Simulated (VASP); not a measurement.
Wanted: the native input for a VASP 6.6.1 run.

* Task: single point
* Functional: PBEsol
* Potentials or basis: VASP PAW PBE potentials, release 64 (Ti_sv, Al)
* Cutoff: 520 eV
* k mesh: 15 × 15 × 6
* Occupations: gaussian, width 0.15 eV
* Spin: no spin polarisation
* Dipole correction: no
* Further INCAR settings: ALGO = Fast; EDIFF = 1e-07; NBANDS = 28

The structure of Ti3Al lies in POSCAR:

```
Ti3Al
1.0
    2.8954756449      0.0000000000      0.0000000000
   -1.4477378224      2.5075554645      0.0000000000
    0.0000000000      0.0000000000      9.1383350122
Ti Al
3 1
Direct
    0.6666666667      0.3333333333      0.0000000000
    0.3333333333      0.6666666667      0.7457017510
    0.3333333333      0.6666666667      0.2542982490
    0.6666666667      0.3333333333      0.5000000000
```

This cell differs from its parent crystal: c/a of the conventional cell at fixed volume 3.1561.

These files were run (other wordings do the same):

INCAR

```
SYSTEM = Ti3Al
ALGO = Fast ; EDIFF = 1E-7
ENCUT = 520 ; GGA = PS
ISIF = 2 ; ISMEAR = 0
LASPH = .True. ; LCHARG = .False.
LREAL = .False. ; LWAVE = .False.
NBANDS = 28 ; NELM = 80
PREC = Accurate ; SIGMA = 0.15
```

KPOINTS

```
k-points
0
Gamma
  15 15 6
  0 0 0
```

Potentials or basis: VASP PAW PBE potentials, release 64 (Ti_sv, Al).

Launch:

```bash
$ cat potpaw_PBE.64/Ti_sv/POTCAR potpaw_PBE.64/Al/POTCAR > POTCAR
$ mpirun -np 1 vasp_std > vasp.out
```

Results of the run:

- Pressure: -0.2 GPa
- Largest force: 0.423 eV/Å

Caveat: the PAW data sets were made with another functional, which shifts forces and pressure a little.

Wall time 7.3 min on 1 thread of Intel(R) Xeon(R) 6975P-C (Granite Rapids), on a shared host, peak memory 0.3 GiB.
